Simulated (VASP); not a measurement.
# Ta (Im-3m) in VASP: single point with LDA

Aim: the single point of Ta with LDA.

Program: VASP 6.6.1. These are calculated values, not measurements. Logs are shortened: lines on timing, memory, paths and dates and some standing lists are left out, and cuts for length are marked.

## Step 1: The cell of the first run

The structure is cubic, space group Im-3m (No. 229). Conventional cell: a = 3.246 Å, b = 3.246 Å, c = 3.246 Å, α = 90.00°, β = 90.00°, γ = 90.00°. Within 3.7 Å of Ta (site symmetry m-3m) lie 14 Ta at 2.81 to 3.25 Å.

## Step 2: Single point, LDA

Contents of INCAR:

```
PREC = Accurate
ENCUT = 500
EDIFF = 1E-6
ISMEAR = 0
SIGMA = 0.02
LREAL = F
LASPH = T
NELM = 120
ALGO = Normal
ISIF = 2
LWAVE = F
LCHARG = T
LELF = T
LVHAR = T
NBANDS = 12
GGA_COMPAT = F
```

Contents of KPOINTS:

```
regular mesh
0
Gamma
  9 9 9
```

Contents of POSCAR:

```
Ta
1.0
   -1.6231969780      1.6231969780      1.6231969780
    1.6231969780     -1.6231969780      1.6231969780
    1.6231969780      1.6231969780     -1.6231969780
Ta
1
Direct
    0.0000000000      0.0000000000      0.0000000000
```

Potentials or basis: VASP PAW LDA potentials, release 64 (Ta_sv_GW).

Started as:

```sh
cat potpaw_LDA.64/Ta_sv_GW/POTCAR > POTCAR
mpirun -np 1 vasp_std > vasp.out
```

OUTCAR:

```text
PREC = Accurate
   ENCUT = 500
   EDIFF = 1E-6
   ISMEAR = 0
   LREAL = F
   LASPH = T
   NELM = 120
   ISIF = 2

 ion  position               nearest neighbor table
   1  0.000  0.000  0.000-

  LATTYP: Found a body centered cubic cell.
 ALAT       =     3.2463939560

  Lattice vectors:

 A1 = (  -1.6231969780,   1.6231969780,   1.6231969780)
 A2 = (   1.6231969780,  -1.6231969780,   1.6231969780)
 A3 = (   1.6231969780,   1.6231969780,  -1.6231969780)

Analysis of symmetry for initial positions (statically):
=====================================================================
 Subroutine PRICEL returns:
 Original cell was already a primitive cell.

 Routine SETGRP: Setting up the symmetry group for a
 body centered cubic supercell.

 Subroutine GETGRP returns: Found 48 space group operations
 (whereof 48 operations were pure point group operations)
 out of a pool of 48 trial point group operations.

The static configuration has the point symmetry O_h .

Analysis of symmetry for dynamics (positions and initial velocities):
=====================================================================
 Subroutine PRICEL returns:
 Original cell was already a primitive cell.

 Routine SETGRP: Setting up the symmetry group for a
 body centered cubic supercell.

 Subroutine GETGRP returns: Found 48 space group operations
 (whereof 48 operations were pure point group operations)
 out of a pool of 48 trial point group operations.

The dynamic configuration has the point symmetry O_h .

 Subroutine INISYM returns: Found 48 space group operations
 (whereof 48 operations are pure point group operations),
 and found     1 'primitive' translations

----------------------------------------------------------------------------------------

                                     Primitive cell

  volume of cell :      17.1070

  direct lattice vectors                    reciprocal lattice vectors
    -1.623196978  1.623196978  1.623196978     0.000000000  0.308034088  0.308034088
     1.623196978 -1.623196978  1.623196978     0.308034088  0.000000000  0.308034088
     1.623196978  1.623196978 -1.623196978     0.308034088  0.308034088  0.000000000

  length of vectors
     2.811459637  2.811459637  2.811459637     0.435625984  0.435625984  0.435625984

  position of ions in fractional coordinates (direct lattice)
     0.000000000  0.000000000  0.000000000

  ion indices of the primitive-cell ions
   primitive index   ion index
                 1           1

----------------------------------------------------------------------------------------

 KPOINTS: regular mesh

Automatic generation of k-mesh.
 Grid dimensions read from file:
 generate k-points for:    9    9    9

 Generating k-lattice:

  Cartesian coordinates                     Fractional coordinates (reciprocal lattice)
     0.000000000  0.034226010  0.034226010     0.111111111  0.000000000  0.000000000
     0.034226010  0.000000000  0.034226010     0.000000000  0.111111111  0.000000000
     0.034226010  0.034226010  0.000000000     0.000000000  0.000000000  0.111111111

  Length of vectors
     0.048402887  0.048402887  0.048402887

  Shift w.r.t. Gamma in fractional coordinates (k-lattice)
     0.000000000  0.000000000  0.000000000

 Subroutine IBZKPT returns following result:
 ===========================================

 Found     35 irreducible k-points:

 Following reciprocal coordinates:
            Coordinates               Weight
  0.000000  0.000000  0.000000      1.000000
  0.111111  0.000000  0.000000     12.000000
  0.222222  0.000000  0.000000     12.000000
  0.333333  0.000000  0.000000     12.000000
  0.444444  0.000000  0.000000     12.000000
  0.111111  0.111111  0.000000     24.000000
[... 16 lines left out ...]
 -0.333333  0.444444  0.111111     48.000000
 -0.444444 -0.444444  0.111111     24.000000
 [... further k-points ...]
   k-points           NKPTS =     35   k-points in BZ     NKDIM =     35   number of bands    NBANDS=     12
   number of dos      NEDOS =    301   number of ions     NIONS =      1
   total plane-waves  NPLWV =  13824
   dimension x,y,z NGX =    24 NGY =   24 NGZ =   24
   dimension x,y,z NGXF=    48 NGYF=   48 NGZF=   48
   ions per type =               1
   NGX,Y,Z   is equivalent  to a cutoff of  14.19, 14.19, 14.19 a.u.
   NGXF,Y,Z  is equivalent  to a cutoff of  28.38, 28.38, 28.38 a.u.
 SYSTEM =  unknown system
   PREC   = accura    normal or accurate (medium, high low for compatibility)
   ISTART =      0    job   : 0-new  1-cont  2-samecut
   ICHARG =      2    charge: 1-file 2-atom 10-const
   ISPIN  =      1    spin polarized calculation?
   LNONCOLLINEAR =      F non collinear calculations
   LSORBIT =      F    spin-orbit coupling
   LASPH  =      T    aspherical Exc in radial PAW
   ENCUT  =  500.0 eV  36.75 Ry    6.06 a.u.   5.13  5.13  5.13*2*pi/ulx,y,z
   NELM   =    120;   NELMIN=  2; NELMDL= -5     # of ELM steps
   EDIFF  = 0.1E-05   stopping-criterion for ELM
   LREAL  =      F    real-space projection
   EDIFFG = 0.1E-04   stopping-criterion for IOM
   NSW    =      0    number of steps for IOM
   IBRION =     -1    ionic relax: 0-MD 1-quasi-New 2-CG
   NFREE  =      0    steps in history (QN), initial steepest desc. (CG)
   ISIF   =      2    stress and relaxation
   ISYM   =      2    0-nonsym 1-usesym 2-fastsym
   POTIM  = 0.5000    time-step for ionic-motion
   TEBEG  =    0.0;   TEEND  =   0.0 temperature during run
   PSTRESS=    0.0 pullay stress
   NELECT =      13.0000    total number of electrons
   NUPDOWN=      -1.0000    fix difference up-down
   EMIN   =  10.00;   EMAX   =-10.00  energy-range for DOS
   EFERMI =   0.00;   METHOD = LEGACY
   ISMEAR =     0;   SIGMA  =   0.02  broadening in eV -4-tet -1-fermi 0-gaus
   EFERMI_NEDOS =   21; number of points for ismear=-14 and -15
   IALGO  =     38    algorithm
   IMIX   =      4    mixing-type and parameters
     AMIX     =   0.40;   BMIX     =  1.00
     AMIX_MAG =   1.60;   BMIX_MAG =  1.00
  volume/ion in A,a.u.               =      17.11       115.44
  Fermi-wavevector in a.u.,A,eV,Ry     =   1.493934  2.823126 30.366008  2.231839
  Thomas-Fermi vector in A             =   2.606271
   LORBIT       =      0    0 simple, 1 ext, 2 COOP (PROOUT), +10 PAW based schemes
   GGA     = CA    functional components
   LHFCALC =     F    Hartree Fock is set to
   AEXX    =    0.0000 exact exchange contribution
   IVDW    =     0    specifies the selected vdW correction
   LEPSILON=     F    determine dielectric tensor
   LRPA    =     F    only Hartree local field effects (RPA)
 non-spin polarized calculation
 Gauss-broadening in eV      SIGMA  =   0.02
  energy-cutoff  :      500.00
  volume of cell :       17.11
 maximum number of plane-waves:       444
 NGX is ok and might be reduce to    24
   NGX = 11   NGY = 11   NGZ = 11

 number of electron      13.0000001 magnetization

 Free energy of the ion-electron system (eV)
  ---------------------------------------------------
  ext. energy  EPLUGINS =         0.00000000
  ---------------------------------------------------
  free energy    TOTEN  =       -15.30404974 eV

  energy without entropy =      -15.30344650  energy(sigma->0) =      -15.30374812

 E-fermi :  10.9330     XC(G=0): -13.5505

 val. band max:       10.9249945487   @ k =  -0.2222   0.2222   0.1111
 cond. band min:      11.0039953422   @ k =  -0.2222   0.3333   0.1111
 fundamental gap:      0.0790007935
 Fermi energy:        10.9329738479

 k-point     1 :       0.0000    0.0000    0.0000
  band No.  band energies     occupation
      1     -55.7422      2.00000
      2     -21.7860      2.00000
      3     -21.7860      2.00000
      4     -21.7860      2.00000
      5       2.8733      2.00000
      6      11.5736      0.00000
      7      11.5736      0.00000
      8      11.5736      0.00000
      9      15.0107      0.00000
     10      15.0107      0.00000
     11      25.7698      0.00000
     12      25.7698      0.00000

 k-point     2 :       0.1111    0.0000    0.0000
  band No.  band energies     occupation
      1     -55.7249      2.00000
      2     -21.9656      2.00000
      3     -21.8408      2.00000
      4     -21.7871      2.00000
      5       3.4489      2.00000
      6      11.2116      0.00000
      7      11.4390      0.00000
      8      12.1505      0.00000
      9      14.5115      0.00000
     10      15.0177      0.00000
     11      26.2540      0.00000
     12      26.7477      0.00000

 k-point     3 :       0.2222    0.0000    0.0000
  band No.  band energies     occupation
      1     -55.6809      2.00000
      2     -22.4026      2.00000
      3     -21.9772      2.00000
      4     -21.7904      2.00000
      5       4.8789      2.00000
      6      10.4165      2.00000
      7      10.8859      1.99912
      8      13.8044      0.00000
      9      14.3133      0.00000
     10      15.1416      0.00000
     11      26.5086      0.00000
     12      28.6689      0.00000
[... 286 lines left out ...]
 k-point    23 :      -0.3333    0.4444    0.1111
  band No.  band energies     occupation
      1     -55.5819      2.00000
      2     -22.9503      2.00000
      3     -22.3847      2.00000
      4     -22.0136      2.00000
      5       7.5719      2.00000
      6       9.5337      2.00000
      7      10.7125      2.00000
      8      13.5891      0.00000
      9      16.1054      0.00000
     10      18.4258      0.00000
     11      24.0008      0.00000
     12      27.5525      0.00000

 k-point    24 :      -0.4444   -0.4444    0.1111
  band No.  band energies     occupation
      1     -55.5663      2.00000
      2     -23.0542      2.00000
      3     -22.4568      2.00000
      4     -22.0127      2.00000
      5       7.5551      2.00000
      6      10.0355      2.00000
      7      10.3146      2.00000
      8      13.5850      0.00000
      9      17.1795      0.00000
     10      20.3500      0.00000
     11      22.2927      0.00000
     12      26.1259      0.00000

 [... further k-points ...]
[... 5 lines left out ...]
  --------------------------------------------------------------------------------------
  -------------------------------------------------------------------------------------
  Total       -0.0436214     -0.0436214     -0.0436214      0.0000000      0.0000000      0.0000000
  in kB       -4.0854178     -4.0854178     -4.0854178      0.0000000      0.0000000      0.0000000
  external PRESSURE =      -4.0854178 kB  Pullay stress =       0.0000000 kB

 VOLUME and BASIS-vectors are now :
 -----------------------------------------------------------------------------
  energy-cutoff  :      500.00
  volume of cell :       17.11
      direct lattice vectors                 reciprocal lattice vectors
    -1.623196978  1.623196978  1.623196978     0.000000000  0.308034088  0.308034088
     1.623196978 -1.623196978  1.623196978     0.308034088  0.000000000  0.308034088
     1.623196978  1.623196978 -1.623196978     0.308034088  0.308034088  0.000000000

 POSITION                                       TOTAL-FORCE (eV/Angst)
 -----------------------------------------------------------------------------------
      0.00000      0.00000      0.00000         0.000000     -0.000000      0.000000
 -----------------------------------------------------------------------------------
    total drift:                               -0.000000      0.000000      0.000000

  FREE ENERGIE OF THE ION-ELECTRON SYSTEM (eV)
  ---------------------------------------------------
  free  energy   TOTEN  =       -15.3040497354 eV

  energy  without entropy=      -15.3034464963  energy(sigma->0) =      -15.30374812
```

Run time: 6.3 s. Hardware: 1 thread of AMD EPYC 7R13 (Zen 3), shared host; peak memory 0.11 GiB.

What came out:

```
Free energy            : -15.3040 eV
Pressure               : -0.4 GPa
Band gap on the k mesh : zero (an odd number of electrons rules out a gap without spin polarisation)
```

Caveat: spin-orbit coupling is left out, which moves the levels of the heavy elements.

The gap in the log of VASP goes by the Fermi energy; the results here count the filled bands.